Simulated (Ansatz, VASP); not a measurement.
## Two plane-wave programs on SbMo

```xyz
2
Lattice="0.0000 3.0626 3.0626 3.0626 0.0000 3.0626 3.0626 3.0626 0.0000" Properties=species:S:1:pos:R:3 pbc="T T T"
Mo    0.0000    0.0000    0.0000
Sb    1.5313    1.5313    1.5313
```

Alike in both runs: task single point; functional r2SCAN; k mesh 10 × 10 × 10; occupations gaussian, width 0.05 eV; no spin polarisation.

|  | VASP | Ansatz |
| --- | --- | --- |
| version | VASP 6.6.1 | Ansatz 0.2.0 |
| potentials or method | VASP PAW PBE potentials, release 64 (Mo_sv, Sb), cutoff 520 eV | scalar-relativistic, plane waves, PAW |
| valence electrons in the cell | 19 | 29 |

|  | VASP | Ansatz | Ansatz less VASP |
| --- | --- | --- | --- |
| gap on the k mesh at the Fermi level (eV) | none | none | - |
| pressure (GPa) | -1.2 | -1.2 | -0.08 |

VASP's potentials were made for PBE, not for r2SCAN. A gap of «none» marks a metal or a gap that the smearing closes. The functional is the same, so the differences come from potentials, cutoffs and numerics. VASP's potentials hold 19 valence electrons a cell and Ansatz's 29, so a difference there can come from the potentials and not from the codes.

Spin-orbit coupling is off throughout.
